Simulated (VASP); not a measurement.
Ge: relaxation of volume and atoms at fixed shape with PBEsol

Crystal: Ge.

```
Ge
1.0
     0.00000    2.82891    2.82891
     2.82891    0.00000    2.82891
     2.82891    2.82891    0.00000
Ge
2
Direct
  0.00000 0.00000 0.00000
  0.25000 0.25000 0.25000
```

```yaml
Program: VASP 6.6.1
Task: relaxation of volume and atoms at fixed shape
Functional: PBEsol
Potentials_or_basis: VASP PAW PBE potentials, release 64 (Ge_d)
Cutoff: 600 eV
k_mesh: 14 × 14 × 14
Occupations: fermi-dirac, width 0.02 eV
Spin: no spin polarisation
Dipole_correction: no
Further_INCAR_settings: ALGO = Normal; EDIFF = 1e-07; IBRION = 2; EDIFFG = -0.03; NSW = 60; ISIF = 8
```

```json
{
  "Relaxed volume": "22.91 Å³/atom",
  "Relaxed cell": "a = 4.016 Å, b = 4.016 Å, c = 4.016 Å, α = 60.00°, β = 60.00°, γ = 60.00°",
  "Space group after relaxing (to 0.1 Å)": "Fd-3m (No. 227)",
  "Energy gained by relaxing": "0.3 meV/atom",
  "Ionic steps": "2",
  "Pressure after relaxing": "-0.1 GPa",
  "Band gap on the k mesh": "zero (filled and empty bands touch)"
}
```

Step by step:
| step | energy change (eV) | largest force (eV/Å) | pressure (GPa) | volume (Å³) |
| --- | --- | --- | --- | --- |
| 1 | 0.0000 | 0.0000 | 0.58 | 45.28 |
| 2 | -0.0007 | 0.0000 | -0.10 | 45.82 |

Final structure:
```
CELL_PARAMETERS angstrom
0.00000 2.84009 2.84009
2.84009 0.00000 2.84009
2.84009 2.84009 0.00000
ATOMIC_POSITIONS crystal
Ge 0.00000 0.00000 0.00000
Ge 0.25000 0.25000 0.25000
```

Levels at points of the mesh, in eV from the Fermi level:
| k point | band 10 | band 11 | band 12 | band 13 | band 14 | band 15 | band 16 | band 17 | band 18 |
| --- | --- | --- | --- | --- | --- | --- | --- | --- | --- |
| (0.00, 0.00, 0.00) | -24.50 | -12.72 | -0.13 | -0.01 | -0.01 | -0.01 | 2.52 | 2.52 | 2.52 |
| (0.50, 0.00, 0.00) | -24.48 | -10.65 | -7.58 | -1.40 | -1.40 | 0.08 | 3.69 | 3.69 | 6.95 |
| (0.50, 0.50, 0.00) | -24.46 | -8.87 | -8.87 | -3.06 | -3.06 | 0.67 | 0.67 | 9.38 | 9.38 |

Wall time 67 s on 1 thread of AMD EPYC 9R45 96-Core Processor (Zen 5), on a shared host, peak memory 0.2 GiB.

Caveat: semilocal functionals underestimate gaps, and a narrow one can read as zero; the PAW data sets were made with another functional, which shifts forces and pressure a little. Zero-point motion and thermal expansion aren't in these numbers.
